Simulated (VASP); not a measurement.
The system is K7ScCl8 (a cell with a defect).

```
Cl K Sc
1.0
    12.48727    0.00000    0.00000
     0.00000    6.24363    0.00000
     0.00000    0.00000    6.24363
Cl K Sc
8 7 1
Direct
  0.24900 0.00220 0.00441
  0.75245 0.00244 0.00340
  0.00112 0.50391 0.00094
  0.49917 0.49863 0.00345
  0.00118 0.99971 0.49965
  0.49884 0.99609 0.49729
  0.25199 0.49904 0.49743
  0.74897 0.49968 0.50122
  0.00289 0.99814 0.99675
  0.49961 0.00108 0.99971
  0.25001 0.49912 0.99998
  0.74720 0.50172 0.99906
  0.25122 0.99667 0.50481
  0.74852 0.00122 0.49807
  0.00437 0.50264 0.50348
  0.50206 0.49950 0.49715
```

Base run:

```yaml
Program: VASP 6.6.1
Functional: PBEsol
Potentials_or_basis: VASP PAW PBE potentials, release 64 (Cl, K_sv, Sc_sv)
Cutoff: 520 eV
k_mesh: 2 × 2 × 2, shifted
Occupations: fermi-dirac, width 0.05 eV
Spin: no spin polarisation
```

Its results: pressure -0.9 GPa; largest force 0.531 eV/Å.

Question: The run is repeated on the same cell with these changes: k mesh from 2 × 2 × 2, shifted to 1 × 1 × 1, through Γ; further incar settings from LREAL = Auto; ALGO = Normal; EDIFF = 1e-06; NBANDS = 79 to LREAL = Auto; ALGO = Normal; EDIFF = 1e-07; NBANDS = 79. What comes out?

Answer: Pressure 2.8 GPa; largest force 0.786 eV/Å.

Caveats: some runs use coarse meshes; the PAW data sets were made with another functional, which shifts forces and pressure a little.
